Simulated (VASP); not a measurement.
A run of VASP 6.6.1 is set up as follows.

Contents of INCAR:

```
PREC = Accurate
ENCUT = 520
EDIFF = 1E-6
ISMEAR = 0
SIGMA = 0.05
LREAL = F
LASPH = T
NELM = 100
ALGO = Normal
ISIF = 2
LWAVE = F
LCHARG = F
GGA = PE
NBANDS = 16
```

Contents of KPOINTS:

```
regular mesh
0
Gamma
  10 10 10
```

File POSCAR:

```
ZnSe
1.0
    0.0000000000      2.7638146316      2.9950310268
    2.9950310268      0.0000000000      2.9950310268
    2.9950310268      2.7638146316      0.0000000000
Zn Se
1 1
Direct
    0.0000000000      0.0000000000      0.0000000000
    0.7500000000      0.7500000000      0.7500000000
```

Potentials or basis: VASP PAW PBE potentials, release 64 (Zn, Se).

Run with:

```bash
$ cat potpaw_PBE.64/Zn/POTCAR potpaw_PBE.64/Se/POTCAR > POTCAR
$ mpirun -np 1 vasp_std > vasp.out
```

(1) Predict the pressure.

(2) Predict the band gap on the k mesh.

Results:

(1) -2.5 GPa.

(2) 0.78 eV, direct.
